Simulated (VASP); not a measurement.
# Ru (Fm-3m) in VASP: a series of runs

The runs below take Ru through single point, with PBE.

Program: VASP 6.6.1. These are calculated values, not measurements. Logs are shortened: lines on timing, memory, paths and dates and some standing lists are left out, and cuts for length are marked.

### Step 1. The cell of the first run

It takes space group Fm-3m (No. 225, cubic). Conventional cell: a = 3.807 Å, b = 3.807 Å, c = 3.807 Å, α = 90.00°, β = 90.00°, γ = 90.00°. Ru (site symmetry m-3m) has 12 Ru at 2.69 Å within 3.5 Å.

### Step 2. Single point, PBE

File INCAR:

```
ALGO = Normal ; EDIFF = 1E-6
ENCUT = 500 ; GGA = PE
GGA_COMPAT = F ; ISIF = 2
ISMEAR = 0 ; LASPH = T
LCHARG = F ; LREAL = F
LWAVE = F ; NBANDS = 13
NELM = 120 ; PREC = Accurate
SIGMA = 0.05
```

File KPOINTS:

```
k-points
0
Gamma
  8 8 8
```

File POSCAR:

```
Ru
1.0
    0.0000000000      1.9034253002      1.9034253002
    1.9034253002      0.0000000000      1.9034253002
    1.9034253002      1.9034253002      0.0000000000
Ru
1
Direct
    0.0000000000      0.0000000000      0.0000000000
```

Potentials or basis: VASP PAW PBE potentials, release 64 (Ru_pv).

The run is started by

```
> cat potpaw_PBE.64/Ru_pv/POTCAR > POTCAR
> mpirun -np 1 vasp_std > vasp.out
```

OUTCAR:

```text
EDIFF = 1E-6
   ENCUT = 500
   GGA = PE
   ISIF = 2
   ISMEAR = 0
   LASPH = T
   LREAL = F
   NELM = 120
   PREC = Accurate

 ion  position               nearest neighbor table
   1  0.000  0.000  0.000-

  LATTYP: Found a face centered cubic cell.
 ALAT       =     3.8068506004

  Lattice vectors:

 A1 = (   0.0000000000,   1.9034253002,   1.9034253002)
 A2 = (   1.9034253002,   0.0000000000,   1.9034253002)
 A3 = (   1.9034253002,   1.9034253002,   0.0000000000)

Analysis of symmetry for initial positions (statically):
=====================================================================
 Subroutine PRICEL returns:
 Original cell was already a primitive cell.

 Routine SETGRP: Setting up the symmetry group for a
 face centered cubic supercell.

 Subroutine GETGRP returns: Found 48 space group operations
 (whereof 48 operations were pure point group operations)
 out of a pool of 48 trial point group operations.

The static configuration has the point symmetry O_h .

Analysis of symmetry for dynamics (positions and initial velocities):
=====================================================================
 Subroutine PRICEL returns:
 Original cell was already a primitive cell.

 Routine SETGRP: Setting up the symmetry group for a
 face centered cubic supercell.

 Subroutine GETGRP returns: Found 48 space group operations
 (whereof 48 operations were pure point group operations)
 out of a pool of 48 trial point group operations.

The dynamic configuration has the point symmetry O_h .

 Subroutine INISYM returns: Found 48 space group operations
 (whereof 48 operations are pure point group operations),
 and found     1 'primitive' translations

----------------------------------------------------------------------------------------

                                     Primitive cell

  volume of cell :      13.7923

  direct lattice vectors                    reciprocal lattice vectors
     0.000000000  1.903425300  1.903425300    -0.262684330  0.262684330  0.262684330
     1.903425300  0.000000000  1.903425300     0.262684330 -0.262684330  0.262684330
     1.903425300  1.903425300  0.000000000     0.262684330  0.262684330 -0.262684330

  length of vectors
     2.691849875  2.691849875  2.691849875     0.454982606  0.454982606  0.454982606

  position of ions in fractional coordinates (direct lattice)
     0.000000000  0.000000000  0.000000000

  ion indices of the primitive-cell ions
   primitive index   ion index
                 1           1

----------------------------------------------------------------------------------------

 KPOINTS: k-points

Automatic generation of k-mesh.
 Grid dimensions read from file:
 generate k-points for:    8    8    8

 Generating k-lattice:

  Cartesian coordinates                     Fractional coordinates (reciprocal lattice)
    -0.032835541  0.032835541  0.032835541     0.125000000  0.000000000  0.000000000
     0.032835541 -0.032835541  0.032835541     0.000000000  0.125000000  0.000000000
     0.032835541  0.032835541 -0.032835541     0.000000000  0.000000000  0.125000000

  Length of vectors
     0.056872826  0.056872826  0.056872826

  Shift w.r.t. Gamma in fractional coordinates (k-lattice)
     0.000000000  0.000000000  0.000000000

 Subroutine IBZKPT returns following result:
 ===========================================

 Found     29 irreducible k-points:

 Following reciprocal coordinates:
            Coordinates               Weight
  0.000000  0.000000  0.000000      1.000000
  0.125000  0.000000  0.000000      8.000000
  0.250000  0.000000  0.000000      8.000000
  0.375000  0.000000  0.000000      8.000000
  0.500000  0.000000  0.000000      4.000000
  0.125000  0.125000  0.000000      6.000000
[... 16 lines left out ...]
  0.500000  0.250000  0.125000     48.000000
 -0.375000  0.250000  0.125000     24.000000
 [... further k-points ...]
   k-points           NKPTS =     29   k-points in BZ     NKDIM =     29   number of bands    NBANDS=     13
   number of dos      NEDOS =    301   number of ions     NIONS =      1
   total plane-waves  NPLWV =   8000
   dimension x,y,z NGX =    20 NGY =   20 NGZ =   20
   dimension x,y,z NGXF=    40 NGYF=   40 NGZF=   40
   ions per type =               1
   NGX,Y,Z   is equivalent  to a cutoff of  12.35, 12.35, 12.35 a.u.
   NGXF,Y,Z  is equivalent  to a cutoff of  24.70, 24.70, 24.70 a.u.
 SYSTEM =  unknown system
   PREC   = accura    normal or accurate (medium, high low for compatibility)
   ISTART =      0    job   : 0-new  1-cont  2-samecut
   ICHARG =      2    charge: 1-file 2-atom 10-const
   ISPIN  =      1    spin polarized calculation?
   LNONCOLLINEAR =      F non collinear calculations
   LSORBIT =      F    spin-orbit coupling
   LASPH  =      T    aspherical Exc in radial PAW
   ENCUT  =  500.0 eV  36.75 Ry    6.06 a.u.   4.91  4.91  4.91*2*pi/ulx,y,z
   NELM   =    120;   NELMIN=  2; NELMDL= -5     # of ELM steps
   EDIFF  = 0.1E-05   stopping-criterion for ELM
   LREAL  =      F    real-space projection
   EDIFFG = 0.1E-04   stopping-criterion for IOM
   NSW    =      0    number of steps for IOM
   IBRION =     -1    ionic relax: 0-MD 1-quasi-New 2-CG
   NFREE  =      0    steps in history (QN), initial steepest desc. (CG)
   ISIF   =      2    stress and relaxation
   ISYM   =      2    0-nonsym 1-usesym 2-fastsym
   POTIM  = 0.5000    time-step for ionic-motion
   TEBEG  =    0.0;   TEEND  =   0.0 temperature during run
   PSTRESS=    0.0 pullay stress
   NELECT =      14.0000    total number of electrons
   NUPDOWN=      -1.0000    fix difference up-down
   EMIN   =  10.00;   EMAX   =-10.00  energy-range for DOS
   EFERMI =   0.00;   METHOD = LEGACY
   ISMEAR =     0;   SIGMA  =   0.05  broadening in eV -4-tet -1-fermi 0-gaus
   EFERMI_NEDOS =   21; number of points for ismear=-14 and -15
   IALGO  =     38    algorithm
   IMIX   =      4    mixing-type and parameters
     AMIX     =   0.40;   BMIX     =  1.00
     AMIX_MAG =   1.60;   BMIX_MAG =  1.00
  volume/ion in A,a.u.               =      13.79        93.08
  Fermi-wavevector in a.u.,A,eV,Ry     =   1.645274  3.109118 36.829989  2.706928
  Thomas-Fermi vector in A             =   2.735099
   LORBIT       =      0    0 simple, 1 ext, 2 COOP (PROOUT), +10 PAW based schemes
   GGA     = PE    functional components
   LHFCALC =     F    Hartree Fock is set to
   AEXX    =    0.0000 exact exchange contribution
   IVDW    =     0    specifies the selected vdW correction
   LEPSILON=     F    determine dielectric tensor
   LRPA    =     F    only Hartree local field effects (RPA)
 non-spin polarized calculation
 Gauss-broadening in eV      SIGMA  =   0.05
  energy-cutoff  :      500.00
  volume of cell :       13.79
 maximum number of plane-waves:       363
   NGX =  9   NGY =  9   NGZ =  9

 number of electron      14.0000003 magnetization

 Free energy of the ion-electron system (eV)
  ---------------------------------------------------
  ext. energy  EPLUGINS =         0.00000000
  ---------------------------------------------------
  free energy    TOTEN  =        -9.15891547 eV

  energy without entropy =       -9.15738685  energy(sigma->0) =       -9.15815116

 E-fermi :  12.3252     XC(G=0): -14.0183

 val. band max:       12.2859492588   @ k =  -0.3750   0.3750   0.1250
 cond. band min:      12.3522771847   @ k =   0.0000   0.0000   0.0000
 fundamental gap:      0.0663279259
 Fermi energy:        12.3252175076

 k-point     1 :       0.0000    0.0000    0.0000
  band No.  band energies     occupation
      1     -29.9396      2.00000
      2     -29.9396      2.00000
      3     -29.9396      2.00000
      4       4.6580      2.00000
      5       9.9604      2.00000
      6       9.9604      2.00000
      7       9.9604      2.00000
      8      12.3523      0.44406
      9      12.3523      0.44406
     10      23.0587      0.00000
     11      27.5412      0.00000
     12      33.1947      0.00000
     13      33.1947      0.00000

 k-point     2 :       0.1250    0.0000    0.0000
  band No.  band energies     occupation
      1     -30.0945      2.00000
      2     -29.9599      2.00000
      3     -29.9599      2.00000
      4       5.2856      2.00000
      5       9.6729      2.00000
      6      10.2006      2.00000
      7      10.2006      2.00000
      8      12.2236      1.99595
      9      12.2236      1.99595
     10      23.0588      0.00000
     11      28.5409      0.00000
     12      30.8216      0.00000
     13      34.2306      0.00000

 k-point     3 :       0.2500    0.0000    0.0000
  band No.  band energies     occupation
      1     -30.4589      2.00000
      2     -30.0085      2.00000
      3     -30.0085      2.00000
      4       6.4985      2.00000
      5       9.7131      2.00000
      6      10.3526      2.00000
      7      10.3526      2.00000
      8      12.5153      0.00000
      9      12.5153      0.00000
     10      23.0586      0.00000
     11      27.5825      0.00000
     12      29.7682      0.00000
     13      36.8687      0.00000

 k-point     4 :       0.3750    0.0000    0.0000
  band No.  band energies     occupation
      1     -30.8108      2.00000
      2     -30.0566      2.00000
      3     -30.0566      2.00000
      4       6.6602      2.00000
      5      10.0203      2.00000
      6      10.0203      2.00000
      7      11.7600      2.00000
      8      13.5821      0.00000
      9      13.5821      0.00000
     10      23.0573      0.00000
     11      24.4398      0.00000
     12      28.0662      0.00000
     13      35.0601      0.00000

 k-point     5 :       0.5000    0.0000    0.0000
  band No.  band energies     occupation
      1     -30.9533      2.00000
      2     -30.0764      2.00000
      3     -30.0764      2.00000
      4       6.5237      2.00000
      5       9.8385      2.00000
      6       9.8385      2.00000
      7      13.4884      0.00000
      8      14.1807      0.00000
      9      14.1807      0.00000
     10      22.3758      0.00000
     11      23.0634      0.00000
     12      27.1346      0.00000
     13      33.5158      0.00000
[... 257 lines left out ...]
 k-point    22 :       0.3750    0.2500    0.1250
  band No.  band energies     occupation
      1     -30.5452      2.00000
      2     -30.1969      2.00000
      3     -30.0716      2.00000
      4       7.6533      2.00000
      5       8.4278      2.00000
      6       9.9001      2.00000
      7      11.7902      2.00000
      8      11.9483      2.00000
      9      14.3180      0.00000
     10      23.0587      0.00000
     11      28.2564      0.00000
     12      30.1448      0.00000
     13      32.1902      0.00000

 k-point    23 :       0.5000    0.2500    0.1250
  band No.  band energies     occupation
      1     -30.7344      2.00000
      2     -30.3090      2.00000
      3     -30.1300      2.00000
      4       7.8272      2.00000
      5       8.9189      2.00000
      6       9.5595      2.00000
      7      11.4529      2.00000
      8      13.3179      0.00000
      9      16.6524      0.00000
     10      23.0579      0.00000
     11      24.8895      0.00000
     12      28.8249      0.00000
     13      30.3011      0.00000

 k-point    24 :      -0.3750    0.2500    0.1250
  band No.  band energies     occupation
      1     -30.8153      2.00000
      2     -30.3441      2.00000
      3     -30.1617      2.00000
      4       7.7622      2.00000
      5       8.6483      2.00000
      6      10.3457      2.00000
      7      11.1298      2.00000
      8      13.9381      0.00000
      9      18.7528      0.00000
     10      21.9409      0.00000
     11      23.0612      0.00000
     12      28.7065      0.00000
     13      29.8234      0.00000

 [... further k-points ...]

------------------------ aborting loop because EDIFF is reached ----------------------------------------

  FORCE on cell =-STRESS in cart. coord.  units (eV):
  Direction    XX          YY          ZZ          XY          YZ          ZX
  --------------------------------------------------------------------------------------
  -------------------------------------------------------------------------------------
  Total       -0.0085644     -0.0085644     -0.0085644      0.0000000      0.0000000      0.0000000
  in kB       -0.9948796     -0.9948796     -0.9948796      0.0000000      0.0000000      0.0000000
  external PRESSURE =      -0.9948796 kB  Pullay stress =       0.0000000 kB

 VOLUME and BASIS-vectors are now :
 -----------------------------------------------------------------------------
  energy-cutoff  :      500.00
  volume of cell :       13.79
      direct lattice vectors                 reciprocal lattice vectors
     0.000000000  1.903425300  1.903425300    -0.262684330  0.262684330  0.262684330
     1.903425300  0.000000000  1.903425300     0.262684330 -0.262684330  0.262684330
     1.903425300  1.903425300  0.000000000     0.262684330  0.262684330 -0.262684330

 POSITION                                       TOTAL-FORCE (eV/Angst)
 -----------------------------------------------------------------------------------
      0.00000      0.00000      0.00000         0.000000      0.000000      0.000000
 -----------------------------------------------------------------------------------
    total drift:                                0.000000      0.000000      0.000000

  FREE ENERGIE OF THE ION-ELECTRON SYSTEM (eV)
  ---------------------------------------------------
  free  energy   TOTEN  =        -9.1589154674 eV

  energy  without entropy=       -9.1573868534  energy(sigma->0) =       -9.15815116
```

Wall time 4.3 s (1 thread of Intel Xeon Platinum 8259CL at 2.50GHz (Skylake/Cascade Lake), shared host); peak memory 0.12 GiB.

Results:

* Free energy: -9.1589 eV
* Pressure: -0.1 GPa
* Band gap on the k mesh: zero (band 7 reaches 14.68 eV, above the bottom of band 8 at 11.63 eV)

Levels at points of the mesh, in eV from the Fermi level:
```tsv
k point	band 5	band 6	band 7	band 8	band 9	band 10
(0.00, 0.00, 0.00)	-2.36	-2.36	-2.36	0.03	0.03	10.73
(0.50, 0.00, 0.00)	-2.49	-2.49	1.16	1.86	1.86	10.05
(0.50, 0.50, 0.00)	-5.63	1.81	2.36	2.36	3.77	10.73
```

### Step 3. Single point, PBE

This run uses another cell than the first one, of 14.12 Å³/atom, 1.024 times its volume.

File INCAR:

```
PREC     = Accurate       # precision mode
ENCUT    = 500            # plane-wave cutoff, eV
EDIFF    = 1E-6           # SCF threshold, eV
ISMEAR   = 0              # smearing method
SIGMA    = 0.05           # smearing width, eV
LREAL    = False          # projectors in reciprocal space
LASPH    = True           # aspherical terms in the spheres
NELM     = 120            # most SCF steps
ALGO     = Normal         # electronic algorithm
ISIF     = 2              # what is computed and relaxed
LWAVE    = False          # write WAVECAR
LCHARG   = True           # write CHGCAR
GGA      = PE             # functional
LELF     = True           # ELF
LVHAR    = True         
NBANDS   = 13             # bands
GGA_COMPAT= False
```

File KPOINTS:

```
regular mesh
0
Gamma
  8 8 8
```

File POSCAR:

```
Ru
1.0
    0.0000000000      1.9184137232      1.9184137232
    1.9184137232      0.0000000000      1.9184137232
    1.9184137232      1.9184137232      0.0000000000
Ru
1
Direct
    0.0000000000      0.0000000000      0.0000000000
```

Potentials or basis: VASP PAW PBE potentials, release 64 (Ru_pv).

The run is started by

```
> cat potpaw_PBE.64/Ru_pv/POTCAR > POTCAR
> mpirun -np 1 vasp_std > vasp.out
```

It took 4.7 s on 1 thread of Intel Xeon Platinum 8259CL at 2.50GHz (Skylake/Cascade Lake), shared host; peak memory 0.13 GiB.

Results (log left out):

| Item | Value |
| --- | --- |
| Free energy | -9.1517 eV |
| Pressure | -6.9 GPa |
| Band gap on the k mesh | zero (band 7 reaches 14.18 eV, above the bottom of band 8 at 11.24 eV) |

Levels at points of the mesh, in eV from the Fermi level:
| k point | band 3 | band 4 | band 5 | band 6 | band 7 | band 8 | band 9 | band 10 | band 11 | band 12 |
| --- | --- | --- | --- | --- | --- | --- | --- | --- | --- | --- |
| (0.00, 0.00, 0.00) | -42.27 | -7.54 | -2.29 | -2.29 | -2.29 | 0.02 | 0.02 | 10.75 | 15.22 | 20.74 |
| (0.50, 0.00, 0.00) | -42.40 | -5.64 | -2.40 | -2.40 | 1.14 | 1.78 | 1.78 | 9.75 | 10.76 | 14.80 |
| (0.50, 0.50, 0.00) | -42.61 | -5.90 | -5.44 | 1.74 | 2.26 | 2.26 | 3.69 | 10.75 | 13.31 | 13.34 |
